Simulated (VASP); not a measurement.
A run of VASP 6.6.1:

The input INCAR:

```
PREC = Accurate ; ENCUT = 520
EDIFF = 1E-8 ; ISMEAR = -1
SIGMA = 0.1 ; LREAL = False
LASPH = True ; NELM = 80
ALGO = Normal ; ISIF = 2
LWAVE = False ; LCHARG = False
GGA = PS ; IBRION = 8
NSW = 1
```

Contents of KPOINTS:

```
Automatic mesh
0
Gamma
  12 12 12
```

The input POSCAR:

```
TaN
1.0
    0.0000000000      2.1790000000      2.1790000000
    2.1790000000      0.0000000000      2.1790000000
    2.1790000000      2.1790000000      0.0000000000
Ta N
1 1
Direct
    0.5000000000      0.5000000000      0.5000000000
    0.0000000000      0.0000000000      0.0000000000
```

Potentials or basis: VASP PAW PBE potentials, release 64 (Ta_pv, N).

Command:

```console
$ cat potpaw_PBE.64/Ta_pv/POTCAR potpaw_PBE.64/N/POTCAR > POTCAR
$ mpirun -np 1 vasp_std > vasp.out
```

Hardware: 1 thread of Intel Xeon 8259CL (shared host).

**Question.** How long does it take, and how much memory?

**Answer.** Run time: 3.6 min on 1 thread of Intel Xeon 8259CL (shared host), peak memory 0.24 GiB. Counts: scf iterations 44, k points 72.
